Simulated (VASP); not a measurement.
# ZnSe (F-43m) in VASP: notebook, part 2 of 2

VASP 6.6.1. The steps go on from the part before.

### Step 3. Relaxation of cell and atoms, PBEsol

This run uses another cell than the first one, of 22.76 Å³/atom, 1.018 times its volume.

INCAR reads:

```
SYSTEM = ZnSe
ALGO     = Normal         ! electronic algorithm
EDIFF    = 1E-7           ! SCF threshold, eV
EDIFFG   = -0.005         ! ionic threshold
ENCUT    = 600            ! plane-wave cutoff, eV
GGA      = PS             ! functional
IBRION   = 2              ! ionic algorithm
ISIF     = 3              ! what is computed and relaxed
ISMEAR   = 0              ! smearing method
LASPH    = .TRUE.         ! aspherical terms in the spheres
LCHARG   = .FALSE.        ! write CHGCAR
LREAL    = .FALSE.        ! projectors in reciprocal space
LWAVE    = .FALSE.        ! write WAVECAR
NELM     = 60             ! most SCF steps
NSW      = 100            ! ionic steps
PREC     = Accurate       ! precision mode
SIGMA    = 0.02           ! smearing width, eV
```

KPOINTS reads:

```
k-points
0
G
  8 8 8
  0 0 0
```

POSCAR reads:

```
ZnSe
1.0
    0.0000000000      2.8338000000      2.8338000000
    2.8338000000      0.0000000000      2.8338000000
    2.8338000000      2.8338000000      0.0000000000
Zn Se
1 1
Direct
    0.0000000000      0.0000000000      0.0000000000
    0.7500000000      0.7500000000      0.7500000000
```

Potentials or basis: VASP PAW PBE potentials, release 64 (Zn, Se).

Launch:

```bash
$ cat potpaw_PBE.64/Zn/POTCAR potpaw_PBE.64/Se/POTCAR > POTCAR
$ mpirun -np 1 vasp_std > vasp.out
```

OUTCAR:

```text
SYSTEM = ZnSe
   EDIFF = 1E-7
   EDIFFG = -0.005
   ENCUT = 600
   GGA = PS
   IBRION = 2
   ISIF = 3
   ISMEAR = 0
   LASPH = .TRUE.
   LREAL = .FALSE.
   NELM = 60
   NSW = 100
   PREC = Accurate

 ion  position               nearest neighbor table
   1  0.000  0.000  0.000-   2 2.45   2 2.45   2 2.45   2 2.45
   2  0.750  0.750  0.750-   1 2.45   1 2.45   1 2.45   1 2.45

  LATTYP: Found a face centered cubic cell.
 ALAT       =     5.6676000000

  Lattice vectors:

 A1 = (   0.0000000000,   2.8338000000,   2.8338000000)
 A2 = (   2.8338000000,   0.0000000000,   2.8338000000)
 A3 = (   2.8338000000,   2.8338000000,   0.0000000000)

Analysis of symmetry for initial positions (statically):
=====================================================================
 Subroutine PRICEL returns:
 Original cell was already a primitive cell.

 Routine SETGRP: Setting up the symmetry group for a
 face centered cubic supercell.

 Subroutine GETGRP returns: Found 24 space group operations
 (whereof 24 operations were pure point group operations)
 out of a pool of 48 trial point group operations.

The static configuration has the point symmetry T_d .

Analysis of symmetry for dynamics (positions and initial velocities):
=====================================================================
 Subroutine PRICEL returns:
 Original cell was already a primitive cell.

 Routine SETGRP: Setting up the symmetry group for a
 face centered cubic supercell.

 Subroutine GETGRP returns: Found 24 space group operations
 (whereof 24 operations were pure point group operations)
 out of a pool of 48 trial point group operations.

The dynamic configuration has the point symmetry T_d .

 Subroutine INISYM returns: Found 24 space group operations
 (whereof 24 operations are pure point group operations),
 and found     1 'primitive' translations

----------------------------------------------------------------------------------------

                                     Primitive cell

[... 134 lines left out ...]
  ---------------------------------------------------
  ext. energy  EPLUGINS =         0.00000000
  ---------------------------------------------------
  free energy    TOTEN  =        -6.77138296 eV

  energy without entropy =       -6.77138296  energy(sigma->0) =       -6.77138296

------------------------ aborting loop because EDIFF is reached ----------------------------------------

  FORCE on cell =-STRESS in cart. coord.  units (eV):
  Direction    XX          YY          ZZ          XY          YZ          ZX
  --------------------------------------------------------------------------------------
  -------------------------------------------------------------------------------------
  Total       -0.2569846     -0.2569846     -0.2569846      0.0000000     -0.0000000      0.0000000
  in kB       -9.0464897     -9.0464897     -9.0464897      0.0000000     -0.0000000      0.0000000
  external PRESSURE =      -9.0464897 kB  Pullay stress =       0.0000000 kB
[... 59 lines left out ...]
--------------------------------------- Ionic step        3  -------------------------------------------

 number of electron      17.9999985 magnetization

 Free energy of the ion-electron system (eV)
  ---------------------------------------------------
  ext. energy  EPLUGINS =         0.00000000
  ---------------------------------------------------
  free energy    TOTEN  =        -6.77324334 eV

  energy without entropy =       -6.77324334  energy(sigma->0) =       -6.77324334

 E-fermi :   1.7435     XC(G=0):  -9.5917

 val. band max:        1.6123643054   @ k =   0.0000   0.0000   0.0000
 cond. band min:       2.8403990791   @ k =   0.0000   0.0000   0.0000
 fundamental gap:      1.2280347737
 Fermi energy:         1.7435130143

 k-point     1 :       0.0000    0.0000    0.0000
  band No.  band energies     occupation
      1     -11.7674      2.00000
      2      -4.9985      2.00000
      3      -4.9985      2.00000
      4      -4.9985      2.00000
      5      -4.6138      2.00000
      6      -4.6138      2.00000
      7       1.6124      2.00000
      8       1.6124      2.00000
      9       1.6124      2.00000
     10       2.8404      0.00000
     11       7.3392      0.00000
     12       7.3392      0.00000
     13       7.3392      0.00000
[... 354 lines left out ...]
  band No.  band energies     occupation
      1     -10.8076      2.00000
      2      -4.8941      2.00000
      3      -4.8533      2.00000
      4      -4.6498      2.00000
      5      -4.6070      2.00000
      6      -4.3976      2.00000
      7      -3.4099      2.00000
      8      -0.8819      2.00000
      9       0.0930      2.00000
     10       5.8128      0.00000
     11       7.0270      0.00000
     12       8.9863      0.00000
     13      10.2214      0.00000

 [... further k-points ...]

------------------------ aborting loop because EDIFF is reached ----------------------------------------

  FORCE on cell =-STRESS in cart. coord.  units (eV):
  Direction    XX          YY          ZZ          XY          YZ          ZX
  --------------------------------------------------------------------------------------
  -------------------------------------------------------------------------------------
  Total        0.0006387      0.0006387      0.0006387      0.0000000      0.0000000      0.0000000
  in kB        0.0228094      0.0228094      0.0228094      0.0000000      0.0000000      0.0000000
  external PRESSURE =       0.0228094 kB  Pullay stress =       0.0000000 kB
[... 17 lines left out ...]
  FREE ENERGIE OF THE ION-ELECTRON SYSTEM (eV)
  ---------------------------------------------------
  free  energy   TOTEN  =        -6.7732433397 eV

  energy  without entropy=       -6.7732433397  energy(sigma->0) =       -6.77324334

 reached required accuracy - stopping structural energy minimisation
```

OSZICAR:

```text
N       E                     dE             d eps       ncg     rms          rms(c)
DAV:   1     0.907258965162E+02    0.90726E+02   -0.98555E+03   754   0.176E+03
DAV:   2    -0.720487922549E+00   -0.91446E+02   -0.87276E+02   784   0.289E+02
DAV:   3    -0.700410946385E+01   -0.62836E+01   -0.62436E+01   919   0.736E+01
[... 26 lines left out ...]
DAV:   4    -0.677325404882E+01    0.91668E-04   -0.56904E-05   874   0.935E-02    0.277E-02
DAV:   5    -0.677324293311E+01    0.11116E-04   -0.13484E-05  1128   0.727E-02    0.245E-03
DAV:   6    -0.677324313688E+01   -0.20377E-06   -0.36383E-06   779   0.311E-02    0.241E-03
DAV:   7    -0.677324340109E+01   -0.26421E-06   -0.42708E-07   699   0.132E-02    0.141E-03
DAV:   8    -0.677324333973E+01    0.61364E-07   -0.11726E-07   382   0.761E-03
   3 F= -.67732433E+01 E0= -.67732433E+01  d E =-.186038E-02
```

CONTCAR:

```text
ZnSe
   1.00000000000000
     0.0000000000000000    2.8202385489845918    2.8202385489845918
     2.8202385489845918   -0.0000000000000000    2.8202385489845918
     2.8202385489845918    2.8202385489845918    0.0000000000000000
  Zn              Se
     1     1
Direct
     0.0000000000000000    0.0000000000000000    0.0000000000000000
     0.7500000000000000    0.7500000000000000    0.7500000000000000

  0.00000000E+00  0.00000000E+00  0.00000000E+00
  0.00000000E+00  0.00000000E+00  0.00000000E+00
```

Run time: 65 s. Hardware: 1 thread of Intel Xeon Platinum 8259CL at 2.50GHz (Skylake/Cascade Lake), shared host; peak memory 0.2 GiB.

Results:

- Free energy: -6.7732 eV
- Relaxed volume: 22.43 Å³/atom
- Relaxed cell: a = 3.988 Å, b = 3.988 Å, c = 3.988 Å, α = 60.00°, β = 60.00°, γ = 60.00°
- Space group after relaxing (to 0.05 Å): F-43m (No. 216)
- Energy gained by relaxing: 0.9 meV/atom
- Ionic steps: 3
- Pressure after relaxing: 0.0 GPa
- Band gap on the k mesh: 1.23 eV, direct

The path:
```csv
step,energy change (eV),largest force (eV/Å),pressure (GPa),volume (Å³)
1,0.0000,0.0000,-0.90,45.51
2,-0.0017,0.0000,0.28,44.67
3,-0.0019,0.0000,0.00,44.86
```

Final structure:
```
CELL_PARAMETERS angstrom
0.00000 2.82024 2.82024
2.82024 0.00000 2.82024
2.82024 2.82024 0.00000
ATOMIC_POSITIONS crystal
Zn 0.00000 0.00000 0.00000
Se 0.75000 0.75000 0.75000
```

Caveat: the PAW data sets were made with another functional, which shifts forces and pressure a little.
